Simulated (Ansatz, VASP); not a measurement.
Two plane-wave programs on MnCoC4N4

```
Mn Co C N
1.0
     5.96557    0.00000    0.00000
     0.00000    5.96557    0.00000
     0.00000    0.00000    5.96557
Mn Co C N
1 1 4 4
Direct
  0.00000 0.00000 0.00000
  0.50000 0.50000 0.50000
  0.20100 0.20100 0.20100
  0.20100 0.79900 0.79900
  0.79900 0.20100 0.79900
  0.79900 0.79900 0.20100
  0.31416 0.31416 0.31416
  0.31416 0.68584 0.68584
  0.68584 0.31416 0.68584
  0.68584 0.68584 0.31416
```

Alike in both runs: task relaxation of cell and atoms; functional PBE; k mesh 6 × 6 × 6; occupations gaussian, width 0.02 eV; collinear spin.

|  | VASP | Ansatz |
| --- | --- | --- |
| version | VASP 6.6.1 | Ansatz 0.2.0 |
| potentials or method | VASP PAW PBE potentials, release 64 (Mn_pv, Co, C, N), cutoff 600 eV | scalar-relativistic, plane waves, PAW |
| valence electrons in the cell | 58 | 68 |

VASP gave:

* gap on the k mesh at the Fermi level, each at its own relaxed structure (eV): 1.21
* net moment per atom (μB): 0.20
* size of the moment on the site where the two differ most (μB): 4.04
* relaxed volume (Å³/atom): 20.90
* relaxed cell length with the largest relative difference (Å): 5.934

Question: Estimate Ansatz's values.

Answer: gap on the k mesh at the Fermi level, each at its own relaxed structure (eV): 1.22; net moment per atom (μB): 0.20; size of the moment on the site where the two differ most (μB): 3.60; relaxed volume (Å³/atom): 20.94; relaxed cell length with the largest relative difference (Å): 5.939.

Site moments also hang on the region over which each program counts them. VASP's potentials hold 58 valence electrons a cell and Ansatz's 68, so a difference there can come from the potentials and not from the codes. Ansatz's warnings: seeded moment not kept.

Noted on VASP's run: the standard files for N, O and F lose accuracy on very short bonds.
